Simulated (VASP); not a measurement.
# BN (P6_3/mmc) in VASP: notebook, part 2 of 2

VASP 6.6.1.

**3. Single point, PBEsol (volume 10.234 Å^3 an atom, c/a of the conventional cell 2.6133)**

INCAR

```
PREC = Accurate ; ENCUT = 520
EDIFF = 1E-7 ; ISMEAR = 0
SIGMA = 0.05 ; LREAL = False
LASPH = True ; NELM = 100
ALGO = Normal ; ISIF = 2
LWAVE = False ; LCHARG = True
GGA = PS ; LELF = True
LVHAR = True ; NBANDS = 16
```

KPOINTS

```
Automatic mesh
0
Gamma
  12 12 4
```

POSCAR

```
BN
1.0
    2.6249951255      0.0000000000      0.0000000000
   -1.3124975628      2.2733124634      0.0000000000
    0.0000000000      0.0000000000      6.8598997614
B N
2 2
Direct
    0.3333333333      0.6666666667      0.2500000000
    0.6666666667      0.3333333333      0.7500000000
    0.3333333333      0.6666666667      0.7500000000
    0.6666666667      0.3333333333      0.2500000000
```

Potentials or basis: VASP PAW PBE potentials, release 64 (B, N).

Command:

```sh
cat potpaw_PBE.64/B/POTCAR potpaw_PBE.64/N/POTCAR > POTCAR
mpirun -np 1 vasp_std > vasp.out
```

OUTCAR:

```text
PREC = Accurate
   ENCUT = 520
   EDIFF = 1E-7
   ISMEAR = 0
   LREAL = False
   LASPH = True
   NELM = 100
   ISIF = 2
   GGA = PS

 ion  position               nearest neighbor table
   1  0.333  0.667  0.250-   4 1.52   4 1.52   4 1.52
   2  0.667  0.333  0.750-   3 1.52   3 1.52   3 1.52
   3  0.333  0.667  0.750-   2 1.52   2 1.52   2 1.52
   4  0.667  0.333  0.250-   1 1.52   1 1.52   1 1.52

  LATTYP: Found a hexagonal cell.
 ALAT       =     2.6249951255
 C/A-ratio  =     2.6133000000

  Lattice vectors:

 A1 = (   2.6249951255,   0.0000000000,   0.0000000000)
 A2 = (  -1.3124975628,   2.2733124634,   0.0000000000)
 A3 = (   0.0000000000,   0.0000000000,   6.8598997614)

Analysis of symmetry for initial positions (statically):
=====================================================================
 Subroutine PRICEL returns:
 Original cell was already a primitive cell.

 Routine SETGRP: Setting up the symmetry group for a
 hexagonal supercell.

 Subroutine GETGRP returns: Found 24 space group operations
 (whereof 12 operations were pure point group operations)
 out of a pool of 24 trial point group operations.

The static configuration has the point symmetry D_3d.
 The point group associated with its full space group is D_6h.

Analysis of symmetry for dynamics (positions and initial velocities):
=====================================================================
 Subroutine PRICEL returns:
 Original cell was already a primitive cell.

 Routine SETGRP: Setting up the symmetry group for a
 hexagonal supercell.

 Subroutine GETGRP returns: Found 24 space group operations
 (whereof 12 operations were pure point group operations)
 out of a pool of 24 trial point group operations.

The dynamic configuration has the point symmetry D_3d.
 The point group associated with its full space group is D_6h.

[... 116 lines left out ...]
   EFERMI =   0.00;   METHOD = LEGACY
   ISMEAR =     0;   SIGMA  =   0.05  broadening in eV -4-tet -1-fermi 0-gaus
   EFERMI_NEDOS =   21; number of points for ismear=-14 and -15
   IALGO  =     38    algorithm
   IMIX   =      4    mixing-type and parameters
     AMIX     =   0.40;   BMIX     =  1.00
     AMIX_MAG =   1.60;   BMIX_MAG =  1.00
  volume/ion in A,a.u.               =      10.23        69.06
  Fermi-wavevector in a.u.,A,eV,Ry     =   1.196960  2.261927 19.493252  1.432714
  Thomas-Fermi vector in A             =   2.332887
   LORBIT       =      0    0 simple, 1 ext, 2 COOP (PROOUT), +10 PAW based schemes
   GGA     = PS    functional components
   LHFCALC =     F    Hartree Fock is set to
   AEXX    =    0.0000 exact exchange contribution
   IVDW    =     0    specifies the selected vdW correction
   LEPSILON=     F    determine dielectric tensor
   LRPA    =     F    only Hartree local field effects (RPA)
 non-spin polarized calculation
 Gauss-broadening in eV      SIGMA  =   0.05
  energy-cutoff  :      520.00
  volume of cell :       40.94
 maximum number of plane-waves:      1125
 NGX is ok and might be reduce to    20
   NGX =  9   NGY =  9   NGZ = 25

 number of electron      16.0000003 magnetization

 Free energy of the ion-electron system (eV)
  ---------------------------------------------------
  ext. energy  EPLUGINS =         0.00000000
  ---------------------------------------------------
  free energy    TOTEN  =       -36.08332762 eV

  energy without entropy =      -36.08332762  energy(sigma->0) =      -36.08332762

 E-fermi :   1.6630     XC(G=0):  -9.8026

 val. band max:        1.3708660352   @ k =   0.3333   0.2500   0.0000
 cond. band min:       5.3507504463   @ k =   0.5000   0.0000   0.0000
 fundamental gap:      3.9798844112
 Fermi energy:         1.6630405884

 k-point     1 :       0.0000    0.0000    0.0000
  band No.  band energies     occupation
      1     -15.5503      2.00000
      2     -15.3026      2.00000
      3      -4.1265      2.00000
      4      -2.1796      2.00000
      5      -0.0796      2.00000
      6      -0.0796      2.00000
[... 433 lines left out ...]
      3      -5.2157      2.00000
      4      -5.1646      2.00000
      5      -2.0514      2.00000
      6      -2.0106      2.00000
[... 8 lines left out ...]
     15      16.4446      0.00000
     16      17.8223      0.00000

 [... further k-points ...]
[... 5 lines left out ...]
  --------------------------------------------------------------------------------------
  -------------------------------------------------------------------------------------
  Total      -10.1394198    -10.1394198     -0.0100225      0.0000000      0.0000000      0.0000000
  in kB     -396.8425949   -396.8425949     -0.3922655      0.0000000      0.0000000      0.0000000
  external PRESSURE =    -264.6924851 kB  Pullay stress =       0.0000000 kB

 VOLUME and BASIS-vectors are now :
 -----------------------------------------------------------------------------
  energy-cutoff  :      520.00
  volume of cell :       40.94
      direct lattice vectors                 reciprocal lattice vectors
     2.624995125  0.000000000  0.000000000     0.380953088  0.219943368  0.000000000
    -1.312497563  2.273312463  0.000000000     0.000000000  0.439886736  0.000000000
     0.000000000  0.000000000  6.859899761     0.000000000  0.000000000  0.145774725

 POSITION                                       TOTAL-FORCE (eV/Angst)
 -----------------------------------------------------------------------------------
     -0.00000      1.51554      1.71497         0.000000     -0.000000      0.000000
      1.31250      0.75777      5.14492        -0.000000      0.000000      0.000000
     -0.00000      1.51554      5.14492         0.000000      0.000000      0.000000
      1.31250      0.75777      1.71497         0.000000     -0.000000      0.000000
 -----------------------------------------------------------------------------------
    total drift:                                0.000000     -0.000000      0.000000

  FREE ENERGIE OF THE ION-ELECTRON SYSTEM (eV)
  ---------------------------------------------------
  free  energy   TOTEN  =       -36.0833276157 eV

  energy  without entropy=      -36.0833276157  energy(sigma->0) =      -36.08332762
```

It took 18 s on 1 thread of AMD EPYC 9R45 (Zen 5), shared host; peak memory 0.14 GiB.

What came out:

```yaml
Free_energy: -36.0833 eV
Pressure: -26.5 GPa
Band_gap_on_the_k_mesh: 3.98 eV, indirect (least direct gap 4.24 eV)
```

Caveat: the PAW data sets were made with another functional, which shifts forces and pressure a little; this functional lacks dispersion, which binds the layers, so the pressure and a relaxed spacing across them are unreliable. A k mesh can miss the band edges.

**4. Single point, PBEsol (volume 10.234 Å^3 an atom, c/a of the conventional cell 3.1694)**

INCAR

```
ALGO     = Normal         # electronic algorithm
EDIFF    = 1E-6           # SCF threshold, eV
ENCUT    = 520            # plane-wave cutoff, eV
GGA      = PS             # functional
ISIF     = 2              # what is computed and relaxed
ISMEAR   = 0              # smearing method
LASPH    = T              # aspherical terms in the spheres
LCHARG   = F              # write CHGCAR
LREAL    = F              # projectors in reciprocal space
LWAVE    = F              # write WAVECAR
NBANDS   = 16             # bands
NELM     = 60             # most SCF steps
PREC     = Accurate       # precision mode
SIGMA    = 0.05           # smearing width, eV
```

KPOINTS

```
k-points
0
Gamma
  12 12 4
```

POSCAR

```
BN
1.0
    2.4614965962      0.0000000000      0.0000000000
   -1.2307482981      2.1317185836      0.0000000000
    0.0000000000      0.0000000000      7.8014673120
B N
2 2
Direct
    0.3333333333      0.6666666667      0.2500000000
    0.6666666667      0.3333333333      0.7500000000
    0.3333333333      0.6666666667      0.7500000000
    0.6666666667      0.3333333333      0.2500000000
```

Command:

```sh
cat potpaw_PBE.64/B/POTCAR potpaw_PBE.64/N/POTCAR > POTCAR
mpirun -np 1 vasp_std > vasp.out
```

It took 15 s on 1 thread of AMD EPYC 9R45 (Zen 5), shared host; peak memory 0.13 GiB.

Results (log left out):

```yaml
Free_energy: -36.4857 eV
Pressure: 11.5 GPa
Band_gap_on_the_k_mesh: 4.40 eV, indirect (least direct gap 4.75 eV)
```

Stress tensor (GPa, compression positive):
```
17.52  0.00  0.00
 0.00 17.52  0.00
 0.00  0.00 -0.45
```

Levels at points of the mesh, in eV from the valence-band top:
| k point | band 6 | band 7 | band 8 | band 9 | band 10 | band 11 |
| --- | --- | --- | --- | --- | --- | --- |
| (0.00, 0.00, 0.00) | -1.25 | -1.25 | -1.25 | 4.40 | 8.35 | 11.37 |
| (0.50, 0.00, 0.00) | -4.20 | -1.16 | -0.79 | 4.52 | 5.18 | 9.88 |
| (0.00, 0.00, 0.50) | -1.25 | -1.25 | -1.25 | 5.98 | 5.98 | 11.98 |
| (0.50, 0.00, 0.50) | -4.20 | -0.97 | -0.97 | 4.80 | 4.80 | 10.27 |

Caveat: the PAW data sets were made with another functional, which shifts forces and pressure a little; this functional lacks dispersion, which binds the layers, so the pressure and a relaxed spacing across them are unreliable. A k mesh can miss the band edges.

**5. Overview**

| cell | gap on the mesh (eV) | pressure (GPa) |
| --- | --- | --- |
| a = 2.501, b = 2.501, c = 7.555 Å, angles 90.0, 90.0, 120.0°, 4 atoms | 4.39 | 0.9 |
| a = 2.625, b = 2.625, c = 6.860 Å, angles 90.0, 90.0, 120.0°, 4 atoms | 3.98 | -26.5 |
| a = 2.461, b = 2.461, c = 7.801 Å, angles 90.0, 90.0, 120.0°, 4 atoms | 4.40 | 11.5 |

Alike in all rows: task single point; level PBEsol; potentials or basis VASP PAW PBE potentials, release 64 (B, N); no spin polarisation; k mesh 12 × 12 × 4; cutoff (eV) 520; smearing gaussian 0.05 eV.

Caveats: the PAW data sets were made with another functional, which shifts forces and pressure a little; this functional lacks dispersion, which binds the layers, so the pressure and a relaxed spacing across them are unreliable.

Total energies depend on the potentials used, so only differences within one code and one set of settings carry meaning.
